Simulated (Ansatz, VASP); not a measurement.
## One calculation of TiO2, two programs

File INCAR:

```
PREC     = Accurate       # precision mode
ENCUT    = 600            # plane-wave cutoff, eV
EDIFF    = 1E-6           # SCF threshold, eV
ISMEAR   = 0              # smearing method
SIGMA    = 0.1            # smearing width, eV
LREAL    = F              # projectors in reciprocal space
LASPH    = T              # aspherical terms in the spheres
NELM     = 80             # most SCF steps
ALGO     = Normal         # electronic algorithm
ISIF     = 3              # what is computed and relaxed
LWAVE    = F              # write WAVECAR
LCHARG   = F              # write CHGCAR
GGA      = PE             # functional
IBRION   = 2              # ionic algorithm
NSW      = 80             # ionic steps
EDIFFG   = -0.05          # ionic threshold
```

File KPOINTS:

```
regular mesh
0
Gamma
  8 8 8
```

File POSCAR:

```
TiO2
1.0
    0.0000000000      2.4772402662      2.4772402662
    2.4772402662      0.0000000000      2.4772402662
    2.4772402662      2.4772402662      0.0000000000
Ti O
1 2
Direct
    0.0000000000      0.0000000000      0.0000000000
    0.2500000000      0.2500000000      0.2500000000
    0.7500000000      0.7500000000      0.7500000000
```

Input for Ansatz:

```yaml
crystal:
  lattice:
    - [0.0, 2.4772402662, 2.4772402662]
    - [2.4772402662, 0.0, 2.4772402662]
    - [2.4772402662, 2.4772402662, 0.0]
  atoms:
    - { symbol: Ti, position: [0.0, 0.0, 0.0] }
    - { symbol: O, position: [0.25, 0.25, 0.25] }
    - { symbol: O, position: [0.75, 0.75, 0.75] }
basis:
  ecutwfc: 420
kpoints:
  mp_grid: { grid: [8, 8, 8] }
hamiltonian:
  xc: pbe
scf:
  occupations: { method: gaussian, width: 0.1 }
output:
  forces: true
  stress: true
  eigenvalues: true
relax:
  adjacent_minimum: "off"
  f_tol: 0.05
  max_steps: 60
  cell: { stress_tol: 0.5 }
```

Alike in both runs: task relaxation of cell and atoms; functional PBE; k mesh 8 × 8 × 8; occupations gaussian, width 0.1 eV; no spin polarisation.

|  | VASP | Ansatz |
| --- | --- | --- |
| version | VASP 6.6.1 | Ansatz 0.2.0 |
| potentials or method | VASP PAW PBE potentials, release 64 (Ti_sv, O), cutoff 600 eV | scalar-relativistic, plane waves, PAW |
| valence electrons in the cell | 24 | 24 |

Ansatz gave:

- gap on the k mesh at the Fermi level, each at its own relaxed structure (eV): 1.12
- relaxed volume (Å³/atom): 9.39
- relaxed cell length with the largest relative difference (Å): 3.416

Question: Which values does VASP return?

Answer: gap on the k mesh at the Fermi level, each at its own relaxed structure (eV): 1.11; relaxed volume (Å³/atom): 9.42; relaxed cell length with the largest relative difference (Å): 3.419.
